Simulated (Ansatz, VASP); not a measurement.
# Two plane-wave programs on Na

```
Na
1.0
     0.00000    3.21951    3.21951
     3.21951    0.00000    3.21951
     3.21951    3.21951    0.00000
Na
2
Direct
  0.00000 0.00000 0.00000
  0.25000 0.25000 0.25000
```

Alike in both runs: task relaxation of cell and atoms; functional PBE; k mesh 10 × 10 × 10; occupations fermi-dirac, width 0.03 eV; no spin polarisation.

|  | VASP | Ansatz |
| --- | --- | --- |
| version | VASP 6.6.1 | Ansatz 0.2.0 |
| potentials or method | VASP PAW PBE potentials, release 64 (Na_pv) | PAW with Ansatz's default frozen-core files, scalar-relativistic |
| plane-wave cutoff (eV) | 600 | 420 |
| valence electrons in the cell | 14 | 18 |

VASP gave:

| Quantity | Value |
| --- | --- |
| relaxed volume (Å³/atom) | 52.76 |
| relaxed cell length with the largest relative difference (Å) | 5.304 |

Estimate Ansatz's values.

relaxed volume (Å³/atom): 54.33; relaxed cell length with the largest relative difference (Å): 5.356.

VASP's potentials hold 14 valence electrons a cell and Ansatz's 18, so a difference there can come from the potentials and not from the codes.

Noted on VASP's run: the volume moved by over 15 % at a fixed basis, so the end points are rough.
